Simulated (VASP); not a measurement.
# Sb (Im-3m) in VASP: further runs

Sb is run at these levels: LDA; tasks: single point, relaxation of cell and atoms.

Everything below comes from runs of VASP 6.6.1. Logs are shortened: lines on timing, memory, paths and dates and some standing lists are left out, and cuts for length are marked.

## 1. The cell of the first run

It takes space group Im-3m (No. 229, cubic). Conventional cell: a = 3.708 Å, b = 3.708 Å, c = 3.708 Å, α = 90.00°, β = 90.00°, γ = 90.00°. Sb (site symmetry m-3m) has 14 Sb at 3.21 to 3.71 Å within 4.2 Å.

## 2. Single point, LDA

INCAR reads:

```
SYSTEM = Sb
  PREC = Accurate
  ENCUT = 520
  EDIFF = 1E-6
  ISMEAR = -1
  SIGMA = 0.05
  LREAL = .FALSE.
  LASPH = .TRUE.
  NELM = 60
  ALGO = Normal
  ISIF = 2
  LWAVE = .FALSE.
  LCHARG = .FALSE.
  GGA = CA
  NBANDS = 8
```

KPOINTS reads:

```
regular mesh
0
G
  9 9 9
  0 0 0
```

POSCAR reads:

```
Sb
1.0
    1.8537717594      1.8537717594      1.8537717594
   -1.8537717594      1.8537717594      1.8537717594
   -1.8537717594     -1.8537717594      1.8537717594
Sb
1
Direct
    0.0000000000      0.0000000000      0.0000000000
```

Potentials or basis: VASP PAW LDA potentials, release 64 (Sb).

On the command line:

```sh
$ cat potpaw_LDA.64/Sb/POTCAR > POTCAR
$ mpirun -np 1 vasp_std > vasp.out
```

OUTCAR:

```text
SYSTEM = Sb
   PREC = Accurate
   ENCUT = 520
   EDIFF = 1E-6
   ISMEAR = -1
   LREAL = .FALSE.
   LASPH = .TRUE.
   NELM = 60
   ISIF = 2
   GGA = CA

 ion  position               nearest neighbor table
   1  0.000  0.000  0.000-

  LATTYP: Found a body centered cubic cell.
 ALAT       =     3.7075435188

  Lattice vectors:

 A1 = (   1.8537717594,  -1.8537717594,  -1.8537717594)
 A2 = (   1.8537717594,   1.8537717594,   1.8537717594)
 A3 = (  -1.8537717594,  -1.8537717594,   1.8537717594)

Analysis of symmetry for initial positions (statically):
=====================================================================
 Subroutine PRICEL returns:
 Original cell was already a primitive cell.

 Routine SETGRP: Setting up the symmetry group for a
 body centered cubic supercell.

 Subroutine GETGRP returns: Found 48 space group operations
 (whereof 48 operations were pure point group operations)
 out of a pool of 48 trial point group operations.

The static configuration has the point symmetry O_h .

Analysis of symmetry for dynamics (positions and initial velocities):
=====================================================================
 Subroutine PRICEL returns:
 Original cell was already a primitive cell.

 Routine SETGRP: Setting up the symmetry group for a
 body centered cubic supercell.

 Subroutine GETGRP returns: Found 48 space group operations
 (whereof 48 operations were pure point group operations)
 out of a pool of 48 trial point group operations.

The dynamic configuration has the point symmetry O_h .

 Subroutine INISYM returns: Found 48 space group operations
 (whereof 48 operations are pure point group operations),
 and found     1 'primitive' translations

----------------------------------------------------------------------------------------

                                     Primitive cell

  volume of cell :      25.4817

  direct lattice vectors                    reciprocal lattice vectors
     1.853771759  1.853771759  1.853771759     0.269720367  0.000000000  0.269720367
    -1.853771759  1.853771759  1.853771759    -0.269720367  0.269720367  0.000000000
    -1.853771759 -1.853771759  1.853771759     0.000000000 -0.269720367  0.269720367

  length of vectors
     3.210826873  3.210826873  3.210826873     0.381442202  0.381442202  0.381442202

  position of ions in fractional coordinates (direct lattice)
     0.000000000  0.000000000  0.000000000

  ion indices of the primitive-cell ions
   primitive index   ion index
                 1           1

----------------------------------------------------------------------------------------

 KPOINTS: regular mesh

Automatic generation of k-mesh.
 Grid dimensions read from file:
 generate k-points for:    9    9    9

 Generating k-lattice:

  Cartesian coordinates                     Fractional coordinates (reciprocal lattice)
     0.029968930  0.000000000  0.029968930     0.111111111  0.000000000  0.000000000
    -0.029968930  0.029968930  0.000000000     0.000000000  0.111111111  0.000000000
     0.000000000 -0.029968930  0.029968930     0.000000000  0.000000000  0.111111111

  Length of vectors
     0.042382467  0.042382467  0.042382467

  Shift w.r.t. Gamma in fractional coordinates (k-lattice)
     0.000000000  0.000000000  0.000000000

 Subroutine IBZKPT returns following result:
 ===========================================

 Found     35 irreducible k-points:

 Following reciprocal coordinates:
            Coordinates               Weight
  0.000000  0.000000  0.000000      1.000000
  0.111111  0.000000  0.000000     12.000000
  0.222222  0.000000  0.000000     12.000000
  0.333333  0.000000  0.000000     12.000000
  0.444444  0.000000  0.000000     12.000000
  0.222222  0.111111 -0.000000     24.000000
[... 16 lines left out ...]
  0.111111 -0.444444  0.111111     24.000000
  0.222222 -0.444444  0.111111     24.000000
 [... further k-points ...]
   k-points           NKPTS =     35   k-points in BZ     NKDIM =     35   number of bands    NBANDS=      8
   number of dos      NEDOS =    301   number of ions     NIONS =      1
   total plane-waves  NPLWV =  13824
   dimension x,y,z NGX =    24 NGY =   24 NGZ =   24
   dimension x,y,z NGXF=    48 NGYF=   48 NGZF=   48
   ions per type =               1
   NGX,Y,Z   is equivalent  to a cutoff of  12.43, 12.43, 12.43 a.u.
   NGXF,Y,Z  is equivalent  to a cutoff of  24.85, 24.85, 24.85 a.u.
 SYSTEM =  Sb
   PREC   = accura    normal or accurate (medium, high low for compatibility)
   ISTART =      0    job   : 0-new  1-cont  2-samecut
   ICHARG =      2    charge: 1-file 2-atom 10-const
   ISPIN  =      1    spin polarized calculation?
   LNONCOLLINEAR =      F non collinear calculations
   LSORBIT =      F    spin-orbit coupling
   LASPH  =      T    aspherical Exc in radial PAW
   ENCUT  =  520.0 eV  38.22 Ry    6.18 a.u.   5.97  5.97  5.97*2*pi/ulx,y,z
   NELM   =     60;   NELMIN=  2; NELMDL= -5     # of ELM steps
   EDIFF  = 0.1E-05   stopping-criterion for ELM
   LREAL  =      F    real-space projection
   EDIFFG = 0.1E-04   stopping-criterion for IOM
   NSW    =      0    number of steps for IOM
   IBRION =     -1    ionic relax: 0-MD 1-quasi-New 2-CG
   NFREE  =      0    steps in history (QN), initial steepest desc. (CG)
   ISIF   =      2    stress and relaxation
   ISYM   =      2    0-nonsym 1-usesym 2-fastsym
   POTIM  = 0.5000    time-step for ionic-motion
   TEBEG  =    0.0;   TEEND  =   0.0 temperature during run
   PSTRESS=    0.0 pullay stress
   NELECT =       5.0000    total number of electrons
   NUPDOWN=      -1.0000    fix difference up-down
   EMIN   =  10.00;   EMAX   =-10.00  energy-range for DOS
   EFERMI =   0.00;   METHOD = LEGACY
   ISMEAR =    -1;   SIGMA  =   0.05  broadening in eV -4-tet -1-fermi 0-gaus
   EFERMI_NEDOS =   21; number of points for ismear=-14 and -15
   IALGO  =     38    algorithm
   IMIX   =      4    mixing-type and parameters
     AMIX     =   0.40;   BMIX     =  1.00
     AMIX_MAG =   1.60;   BMIX_MAG =  1.00
  volume/ion in A,a.u.               =      25.48       171.96
  Fermi-wavevector in a.u.,A,eV,Ry     =   0.951310  1.797715 12.313137  0.904990
  Thomas-Fermi vector in A             =   2.079768
   LORBIT       =      0    0 simple, 1 ext, 2 COOP (PROOUT), +10 PAW based schemes
   GGA     = CA    functional components
   LHFCALC =     F    Hartree Fock is set to
   AEXX    =    0.0000 exact exchange contribution
   IVDW    =     0    specifies the selected vdW correction
   LEPSILON=     F    determine dielectric tensor
   LRPA    =     F    only Hartree local field effects (RPA)
 non-spin polarized calculation
  energy-cutoff  :      520.00
  volume of cell :       25.48
 maximum number of plane-waves:       712
   NGX = 11   NGY = 11   NGZ = 11

 number of electron       5.0000000 magnetization

 Free energy of the ion-electron system (eV)
  ---------------------------------------------------
  ext. energy  EPLUGINS =         0.00000000
  ---------------------------------------------------
  free energy    TOTEN  =        -4.64695896 eV

  energy without entropy =       -4.64478841  energy(sigma->0) =       -4.64587368

 E-fermi :   9.2064     XC(G=0): -10.6080

 val. band max:        9.0564033973   @ k =   0.2222  -0.3333   0.1111
 cond. band min:       9.3549696766   @ k =   0.3333   0.2222   0.2222
 fundamental gap:      0.2985662793
 Fermi energy:         9.2064419872

 k-point     1 :       0.0000    0.0000    0.0000
  band No.  band energies     occupation
      1      -4.2218      2.00000
      2      14.9080      0.00000
      3      14.9080      0.00000
      4      14.9080      0.00000
      5      19.5745      0.00000
      6      19.5745      0.00000
      7      19.5745      0.00000
      8      20.9932      0.00000

 k-point     2 :       0.1111    0.0000    0.0000
  band No.  band energies     occupation
      1      -3.9502      2.00000
      2      13.0101      0.00000
      3      14.0772      0.00000
      4      14.6621      0.00000
      5      18.4335      0.00000
      6      18.4773      0.00000
      7      20.2296      0.00000
      8      20.5976      0.00000

 k-point     3 :       0.2222    0.0000    0.0000
  band No.  band energies     occupation
      1      -3.1416      2.00000
      2       9.6095      0.00063
      3      12.6715      0.00000
      4      14.0420      0.00000
      5      17.0522      0.00000
      6      17.2937      0.00000
      7      20.3172      0.00000
      8      21.1992      0.00000

 k-point     4 :       0.3333    0.0000    0.0000
  band No.  band energies     occupation
      1      -1.8329      2.00000
      2       6.3005      2.00000
      3      11.5363      0.00000
      4      13.3914      0.00000
      5      16.1618      0.00000
      6      16.4908      0.00000
      7      21.2363      0.00000
      8      22.1265      0.00000

 k-point     5 :       0.4444    0.0000    0.0000
  band No.  band energies     occupation
      1      -0.2705      2.00000
      2       3.6887      2.00000
      3      10.9255      0.00000
      4      13.0036      0.00000
      5      15.7294      0.00000
      6      16.0891      0.00000
      7      22.6438      0.00000
      8      23.3677      0.00000
[... 177 lines left out ...]
 k-point    22 :       0.1111    0.4444    0.1111
  band No.  band energies     occupation
      1      -1.3330      2.00000
      2       6.4398      2.00000
      3       9.4223      0.02632
      4      10.5743      0.00000
      5      19.3348      0.00000
      6      19.4732      0.00000
      7      22.0595      0.00000
      8      22.4239      0.00000

 k-point    23 :       0.1111   -0.4444    0.1111
  band No.  band energies     occupation
      1       0.1411      2.00000
      2       4.2130      2.00000
      3       8.5376      2.00000
      4      10.1045      0.00000
      5      19.0601      0.00000
      6      19.4181      0.00000
      7      23.2618      0.00000
      8      23.6258      0.00000

 k-point    24 :       0.2222   -0.4444    0.1111
  band No.  band energies     occupation
      1       0.0116      2.00000
      2       5.2988      2.00000
      3       7.3847      2.00000
      4       9.3567      0.09430
      5      20.3423      0.00000
      6      21.3192      0.00000
      7      22.8675      0.00000
      8      23.3148      0.00000

 [... further k-points ...]

------------------------ aborting loop because EDIFF is reached ----------------------------------------

  FORCE on cell =-STRESS in cart. coord.  units (eV):
  Direction    XX          YY          ZZ          XY          YZ          ZX
  --------------------------------------------------------------------------------------
  -------------------------------------------------------------------------------------
  Total        0.0260328      0.0260328      0.0260328      0.0000000     -0.0000000      0.0000000
  in kB        1.6368263      1.6368263      1.6368263      0.0000000     -0.0000000      0.0000000
  external PRESSURE =       1.6368263 kB  Pullay stress =       0.0000000 kB

 VOLUME and BASIS-vectors are now :
 -----------------------------------------------------------------------------
  energy-cutoff  :      520.00
  volume of cell :       25.48
      direct lattice vectors                 reciprocal lattice vectors
     1.853771759  1.853771759  1.853771759     0.269720367  0.000000000  0.269720367
    -1.853771759  1.853771759  1.853771759    -0.269720367  0.269720367  0.000000000
    -1.853771759 -1.853771759  1.853771759     0.000000000 -0.269720367  0.269720367

 POSITION                                       TOTAL-FORCE (eV/Angst)
 -----------------------------------------------------------------------------------
      0.00000      0.00000      0.00000         0.000000      0.000000     -0.000000
 -----------------------------------------------------------------------------------
    total drift:                                0.000000     -0.000000      0.000000

  FREE ENERGIE OF THE ION-ELECTRON SYSTEM (eV)
  ---------------------------------------------------
  free  energy   TOTEN  =        -4.6469589602 eV

  energy  without entropy=       -4.6447884086  energy(sigma->0) =       -4.64587368
```

Run time: 7.3 s. Hardware: 1 thread of AMD EPYC 7R13, shared host; peak memory 0.1 GiB.

Results:

```yaml
Free_energy: -4.6470 eV
Pressure: 0.2 GPa
```

Levels at points of the mesh, in eV from the Fermi level:
| k point | band 1 | band 2 | band 3 | band 4 | band 5 | band 6 | band 7 |
| --- | --- | --- | --- | --- | --- | --- | --- |
| (0.00, 0.00, 0.00) | -13.43 | 5.70 | 5.70 | 5.70 | 10.37 | 10.37 | 10.37 |

Caveat: spin-orbit coupling is left out, which moves the levels of the heavy elements.

[end of part 1 of 2]
